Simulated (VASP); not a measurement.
# Bi (Im-3m) in VASP: a series of runs

Bi is run at these levels: LDA; tasks: single point, relaxation of cell and atoms.

Program: VASP 6.6.1. These are calculated values, not measurements. Logs are shortened: lines on timing, memory, paths and dates and some standing lists are left out, and cuts for length are marked.

**1. The cell of the first run**

Symmetry: Im-3m, No. 229, cubic system. The conventional cell has a = 3.637 Å, b = 3.637 Å, c = 3.637 Å, α = 90.00°, β = 90.00°, γ = 90.00°. Within 4.1 Å of Bi (site symmetry m-3m) lie 14 Bi at 3.15 to 3.64 Å.

**2. Single point, LDA**

INCAR

```
PREC     = Accurate       # precision mode
ENCUT    = 500            # plane-wave cutoff, eV
EDIFF    = 1E-6           # SCF threshold, eV
ISMEAR   = -1             # smearing method
SIGMA    = 0.1            # smearing width, eV
LREAL    = False          # projectors in reciprocal space
LASPH    = True           # aspherical terms in the spheres
NELM     = 120            # most SCF steps
ALGO     = Normal         # electronic algorithm
ISIF     = 2              # what is computed and relaxed
LWAVE    = False          # write WAVECAR
LCHARG   = False          # write CHGCAR
GGA      = CA             # functional
NBANDS   = 14             # bands
GGA_COMPAT= False
```

KPOINTS

```
regular mesh
0
Gamma
  16 16 16
```

POSCAR

```
Bi
1.0
   -1.8184251247      1.8184251247      1.8184251247
    1.8184251247     -1.8184251247      1.8184251247
    1.8184251247      1.8184251247     -1.8184251247
Bi
1
Direct
    0.0000000000      0.0000000000      0.0000000000
```

Potentials or basis: VASP PAW LDA potentials, release 64 (Bi_d).

Launch:

```bash
$ cat potpaw_LDA.64/Bi_d/POTCAR > POTCAR
$ mpirun -np 1 vasp_std > vasp.out
```

OUTCAR:

```text
PREC = Accurate
   ENCUT = 500
   EDIFF = 1E-6
   ISMEAR = -1
   LREAL = False
   LASPH = True
   NELM = 120
   ISIF = 2
   GGA = CA

 ion  position               nearest neighbor table
   1  0.000  0.000  0.000-

  LATTYP: Found a body centered cubic cell.
 ALAT       =     3.6368502494

  Lattice vectors:

 A1 = (  -1.8184251247,   1.8184251247,   1.8184251247)
 A2 = (   1.8184251247,  -1.8184251247,   1.8184251247)
 A3 = (   1.8184251247,   1.8184251247,  -1.8184251247)

Analysis of symmetry for initial positions (statically):
=====================================================================
 Subroutine PRICEL returns:
 Original cell was already a primitive cell.

 Routine SETGRP: Setting up the symmetry group for a
 body centered cubic supercell.

 Subroutine GETGRP returns: Found 48 space group operations
 (whereof 48 operations were pure point group operations)
 out of a pool of 48 trial point group operations.

The static configuration has the point symmetry O_h .

Analysis of symmetry for dynamics (positions and initial velocities):
=====================================================================
 Subroutine PRICEL returns:
 Original cell was already a primitive cell.

 Routine SETGRP: Setting up the symmetry group for a
 body centered cubic supercell.

 Subroutine GETGRP returns: Found 48 space group operations
 (whereof 48 operations were pure point group operations)
 out of a pool of 48 trial point group operations.

The dynamic configuration has the point symmetry O_h .

 Subroutine INISYM returns: Found 48 space group operations
 (whereof 48 operations are pure point group operations),
 and found     1 'primitive' translations

----------------------------------------------------------------------------------------

                                     Primitive cell

  volume of cell :      24.0517

  direct lattice vectors                    reciprocal lattice vectors
    -1.818425125  1.818425125  1.818425125     0.000000000  0.274963205  0.274963205
     1.818425125 -1.818425125  1.818425125     0.274963205  0.000000000  0.274963205
     1.818425125  1.818425125 -1.818425125     0.274963205  0.274963205  0.000000000

  length of vectors
     3.149604706  3.149604706  3.149604706     0.388856693  0.388856693  0.388856693

  position of ions in fractional coordinates (direct lattice)
     0.000000000  0.000000000  0.000000000

  ion indices of the primitive-cell ions
   primitive index   ion index
                 1           1

----------------------------------------------------------------------------------------

 KPOINTS: regular mesh

Automatic generation of k-mesh.
 Grid dimensions read from file:
 generate k-points for:   16   16   16

 Generating k-lattice:

  Cartesian coordinates                     Fractional coordinates (reciprocal lattice)
     0.000000000  0.017185200  0.017185200     0.062500000  0.000000000  0.000000000
     0.017185200  0.000000000  0.017185200     0.000000000  0.062500000  0.000000000
     0.017185200  0.017185200  0.000000000     0.000000000  0.000000000  0.062500000

  Length of vectors
     0.024303543  0.024303543  0.024303543

  Shift w.r.t. Gamma in fractional coordinates (k-lattice)
     0.000000000  0.000000000  0.000000000

 Subroutine IBZKPT returns following result:
 ===========================================

 Found    145 irreducible k-points:

 Following reciprocal coordinates:
            Coordinates               Weight
  0.000000  0.000000  0.000000      1.000000
  0.062500  0.000000  0.000000     12.000000
  0.125000  0.000000  0.000000     12.000000
  0.187500  0.000000  0.000000     12.000000
  0.250000  0.000000  0.000000     12.000000
  0.312500  0.000000  0.000000     12.000000
[... 16 lines left out ...]
  0.187500  0.187500  0.000000     24.000000
  0.250000  0.187500  0.000000     48.000000
 [... further k-points ...]
   k-points           NKPTS =    145   k-points in BZ     NKDIM =    145   number of bands    NBANDS=     14
   number of dos      NEDOS =    301   number of ions     NIONS =      1
   total plane-waves  NPLWV =  13824
   dimension x,y,z NGX =    24 NGY =   24 NGZ =   24
   dimension x,y,z NGXF=    48 NGYF=   48 NGZF=   48
   ions per type =               1
   NGX,Y,Z   is equivalent  to a cutoff of  12.67, 12.67, 12.67 a.u.
   NGXF,Y,Z  is equivalent  to a cutoff of  25.34, 25.34, 25.34 a.u.
 SYSTEM =  unknown system
   PREC   = accura    normal or accurate (medium, high low for compatibility)
   ISTART =      0    job   : 0-new  1-cont  2-samecut
   ICHARG =      2    charge: 1-file 2-atom 10-const
   ISPIN  =      1    spin polarized calculation?
   LNONCOLLINEAR =      F non collinear calculations
   LSORBIT =      F    spin-orbit coupling
   LASPH  =      T    aspherical Exc in radial PAW
   ENCUT  =  500.0 eV  36.75 Ry    6.06 a.u.   5.74  5.74  5.74*2*pi/ulx,y,z
   NELM   =    120;   NELMIN=  2; NELMDL= -5     # of ELM steps
   EDIFF  = 0.1E-05   stopping-criterion for ELM
   LREAL  =      F    real-space projection
   EDIFFG = 0.1E-04   stopping-criterion for IOM
   NSW    =      0    number of steps for IOM
   IBRION =     -1    ionic relax: 0-MD 1-quasi-New 2-CG
   NFREE  =      0    steps in history (QN), initial steepest desc. (CG)
   ISIF   =      2    stress and relaxation
   ISYM   =      2    0-nonsym 1-usesym 2-fastsym
   POTIM  = 0.5000    time-step for ionic-motion
   TEBEG  =    0.0;   TEEND  =   0.0 temperature during run
   PSTRESS=    0.0 pullay stress
   NELECT =      15.0000    total number of electrons
   NUPDOWN=      -1.0000    fix difference up-down
   EMIN   =  10.00;   EMAX   =-10.00  energy-range for DOS
   EFERMI =   0.00;   METHOD = LEGACY
   ISMEAR =    -1;   SIGMA  =   0.10  broadening in eV -4-tet -1-fermi 0-gaus
   EFERMI_NEDOS =   21; number of points for ismear=-14 and -15
   IALGO  =     38    algorithm
   IMIX   =      4    mixing-type and parameters
     AMIX     =   0.40;   BMIX     =  1.00
     AMIX_MAG =   1.60;   BMIX_MAG =  1.00
  volume/ion in A,a.u.               =      24.05       162.31
  Fermi-wavevector in a.u.,A,eV,Ry     =   1.398695  2.643151 26.617744  1.956349
  Thomas-Fermi vector in A             =   2.521828
   LORBIT       =      0    0 simple, 1 ext, 2 COOP (PROOUT), +10 PAW based schemes
   GGA     = CA    functional components
   LHFCALC =     F    Hartree Fock is set to
   AEXX    =    0.0000 exact exchange contribution
   IVDW    =     0    specifies the selected vdW correction
   LEPSILON=     F    determine dielectric tensor
   LRPA    =     F    only Hartree local field effects (RPA)
 non-spin polarized calculation
  energy-cutoff  :      500.00
  volume of cell :       24.05
 maximum number of plane-waves:       627
   NGX = 11   NGY = 11   NGZ = 11

 number of electron      15.0000008 magnetization

 Free energy of the ion-electron system (eV)
  ---------------------------------------------------
  ext. energy  EPLUGINS =         0.00000000
  ---------------------------------------------------
  free energy    TOTEN  =        -4.19402103 eV

  energy without entropy =       -4.17630696  energy(sigma->0) =       -4.18516399

 E-fermi :  11.3005     XC(G=0): -11.8122

 val. band max:       11.2712892725   @ k =   0.3125   0.1250   0.0625
 cond. band min:      11.3583128891   @ k =   0.1875   0.1875   0.0625
 fundamental gap:      0.0870236166
 Fermi energy:        11.3004862748

 k-point     1 :       0.0000    0.0000    0.0000
  band No.  band energies     occupation
      1     -11.9769      2.00000
      2     -11.9769      2.00000
      3     -11.9769      2.00000
      4     -11.6817      2.00000
      5     -11.6817      2.00000
      6      -4.3298      2.00000
      7      18.5196      0.00000
      8      18.5196      0.00000
      9      18.5196      0.00000
     10      21.7622      0.00000
     11      21.7622      0.00000
     12      21.7622      0.00000
     13      24.4827      0.00000
     14      24.9527      0.00000

 k-point     2 :       0.0625    0.0000    0.0000
  band No.  band energies     occupation
      1     -11.9807      2.00000
      2     -11.9716      2.00000
      3     -11.9594      2.00000
      4     -11.6862      2.00000
      5     -11.6822      2.00000
      6      -4.2344      2.00000
      7      17.5270      0.00000
      8      18.1691      0.00000
      9      18.3771      0.00000
     10      21.2532      0.00000
     11      21.5897      0.00000
     12      21.6944      0.00000
     13      24.8361      0.00000
     14      25.2676      0.00000

 k-point     3 :       0.1250    0.0000    0.0000
  band No.  band energies     occupation
      1     -11.9917      2.00000
      2     -11.9581      2.00000
      3     -11.9093      2.00000
      4     -11.6979      2.00000
      5     -11.6835      2.00000
      6      -3.9476      2.00000
      7      15.4351      0.00000
      8      17.3330      0.00000
      9      17.9593      0.00000
     10      20.5145      0.00000
     11      21.2092      0.00000
     12      21.7153      0.00000
     13      25.0271      0.00000
     14      26.0726      0.00000
[... 324 lines left out ...]
 k-point    23 :       0.1875    0.1875    0.0000
  band No.  band energies     occupation
      1     -12.0119      2.00000
      2     -11.9214      2.00000
      3     -11.7338      2.00000
      4     -11.7060      2.00000
      5     -11.6555      2.00000
      6      -1.7894      2.00000
      7       9.3066      2.00000
      8      12.1122      0.00060
      9      15.3728      0.00000
     10      20.8809      0.00000
     11      21.1667      0.00000
     12      24.1154      0.00000
     13      25.9368      0.00000
     14      27.3733      0.00000

 k-point    24 :       0.2500    0.1875    0.0000
  band No.  band energies     occupation
      1     -12.0192      2.00000
      2     -11.9052      2.00000
      3     -11.7283      2.00000
      4     -11.7111      2.00000
      5     -11.6116      2.00000
      6      -0.9199      2.00000
      7       7.8480      2.00000
      8      11.0074      1.89870
      9      14.8989      0.00000
     10      20.6667      0.00000
     11      21.7919      0.00000
     12      24.4598      0.00000
     13      26.8145      0.00000
     14      27.1439      0.00000

 [... further k-points ...]

------------------------ aborting loop because EDIFF is reached ----------------------------------------

  FORCE on cell =-STRESS in cart. coord.  units (eV):
  Direction    XX          YY          ZZ          XY          YZ          ZX
  --------------------------------------------------------------------------------------
  -------------------------------------------------------------------------------------
  Total        3.0767730      3.0767730      3.0767730      0.0000000      0.0000000      0.0000000
  in kB      204.9555947    204.9555947    204.9555947      0.0000000      0.0000000      0.0000000
  external PRESSURE =     204.9555947 kB  Pullay stress =       0.0000000 kB

 VOLUME and BASIS-vectors are now :
 -----------------------------------------------------------------------------
  energy-cutoff  :      500.00
  volume of cell :       24.05
      direct lattice vectors                 reciprocal lattice vectors
    -1.818425125  1.818425125  1.818425125     0.000000000  0.274963205  0.274963205
     1.818425125 -1.818425125  1.818425125     0.274963205  0.000000000  0.274963205
     1.818425125  1.818425125 -1.818425125     0.274963205  0.274963205  0.000000000

 POSITION                                       TOTAL-FORCE (eV/Angst)
 -----------------------------------------------------------------------------------
      0.00000      0.00000      0.00000         0.000000      0.000000      0.000000
 -----------------------------------------------------------------------------------
    total drift:                                0.000000      0.000000     -0.000000

  FREE ENERGIE OF THE ION-ELECTRON SYSTEM (eV)
  ---------------------------------------------------
  free  energy   TOTEN  =        -4.1940210312 eV

  energy  without entropy=       -4.1763069560  energy(sigma->0) =       -4.18516399
```

Wall time 19 s (1 thread of Intel Xeon Platinum 8488C (Sapphire Rapids), shared host); peak memory 0.15 GiB.

What came out:

```yaml
Free_energy: -4.1940 eV
Pressure: 20.5 GPa
```

Caveat: spin-orbit coupling is left out, which moves the levels of the heavy elements.

**3. Relaxation of cell and atoms, LDA, target pressure 20.2 GPa, at which the enthalpy is minimised**

INCAR

```
SYSTEM = Bi
PREC = Accurate
ENCUT = 500
EDIFF = 1E-7
ISMEAR = -1
SIGMA = 0.1
LREAL = .FALSE.
LASPH = .TRUE.
NELM = 120
ALGO = Normal
ISIF = 3
LWAVE = .FALSE.
LCHARG = .FALSE.
IBRION = 2
NSW = 80
EDIFFG = -0.002
PSTRESS = 202.0
GGA_COMPAT = .FALSE.
NELMIN = 4
```

KPOINTS

```
Automatic mesh
0
G
  16 16 16
  0 0 0
```

POSCAR

```
Bi
1.0
   -1.8192974160      1.8192974160      1.8192974160
    1.8192974160     -1.8192974160      1.8192974160
    1.8192974160      1.8192974160     -1.8192974160
Bi
1
Direct
    0.0000000000      0.0000000000      0.0000000000
```

Potentials or basis: VASP PAW LDA potentials, release 64 (Bi_d).

Launch:

```bash
$ cat potpaw_LDA.64/Bi_d/POTCAR > POTCAR
$ mpirun -np 1 vasp_std > vasp.out
```

Run time: 30 s. Hardware: 1 thread of Intel Xeon Platinum 8488C (Sapphire Rapids), shared host; peak memory 0.15 GiB.

It converged, with:

| Item | Value |
| --- | --- |
| Free energy | -4.2000 eV |
| Relaxed volume | 24.10 Å³/atom |
| Relaxed cell | a = 3.152 Å, b = 3.152 Å, c = 3.152 Å, α = 109.47°, β = 109.47°, γ = 109.47° |
| Space group after relaxing (to 0.05 Å) | Im-3m (No. 229) |
| Energy change on relaxing (the enthalpy is what falls) | -1.5 meV/atom |
| Ionic steps | 3 |
| Pressure after relaxing | 20.2 GPa |

Step by step:
```
step  energy change (eV)  largest force (eV/Å)  pressure (GPa)  volume (Å³)
   1              0.0000                0.0000           20.26        24.09
   2             -0.0041                0.0000           20.05        24.12
   3             -0.0015                0.0000           20.20        24.10
```

Final structure:
```cif
data_structure
_symmetry_space_group_name_H-M 'P 1'
_symmetry_Int_Tables_number 1
_cell_length_a 3.1516
_cell_length_b 3.1516
_cell_length_c 3.1516
_cell_angle_alpha 109.471
_cell_angle_beta 109.471
_cell_angle_gamma 109.471
_cell_volume 24.10
loop_
_atom_site_label
_atom_site_type_symbol
_atom_site_fract_x
_atom_site_fract_y
_atom_site_fract_z
_atom_site_occupancy
Bi1 Bi 0.00000 0.00000 0.00000 1
```

Levels at points of the mesh, in eV from the Fermi level:
```tsv
k point	band 5	band 6	band 7	band 8	band 9	band 10	band 11
(0.00, 0.00, 0.00)	-22.98	-15.61	7.20	7.20	7.20	10.46	10.46
(0.50, 0.00, 0.00)	-22.80	-10.88	-6.72	2.09	4.07	7.19	8.46
(0.50, 0.50, 0.50)	-22.84	-7.39	-2.44	-2.44	-2.44	3.43	3.43
```

Caveat: the cell is relaxed towards a set pressure, so the enthalpy falls and the energy may rise; spin-orbit coupling is left out, which moves the levels of the heavy elements.
